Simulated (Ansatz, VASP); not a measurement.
## Two plane-wave programs on SnH3

```
CELL_PARAMETERS angstrom
3.34349 0.00000 0.00000
0.00000 3.34349 0.00000
0.00000 0.00000 3.34131
ATOMIC_POSITIONS crystal
Sn 0.00000 0.00000 0.00000
H 0.00000 0.50000 0.50000
H 0.50000 0.00000 0.50000
H 0.50000 0.50000 0.00000
```

Alike in both runs: functional PBE; k mesh 6 × 6 × 6; occupations gaussian, width 0.1 eV; no spin polarisation.

Ansatz relaxed the structure, and its values are those at the end. VASP's run is a single point on that final structure, the one shown.

|  | VASP | Ansatz |
| --- | --- | --- |
| version | VASP 6.6.1 | Ansatz 0.2.0 |
| potentials or method | VASP PAW PBE potentials, release 64 (Sn_d, H), cutoff 520 eV | scalar-relativistic, plane waves, PAW |
| valence electrons in the cell | 17 | 17 |

Ansatz gave:

```
gap on the k mesh at the Fermi level (eV) : none
pressure (GPa)                            : -0.3
```

Q: Estimate VASP's values.

A: gap on the k mesh at the Fermi level (eV): none; pressure (GPa): -0.5.

A gap of «none» marks a metal or a gap that the smearing closes. The functional is the same, so the differences come from potentials, cutoffs and numerics.
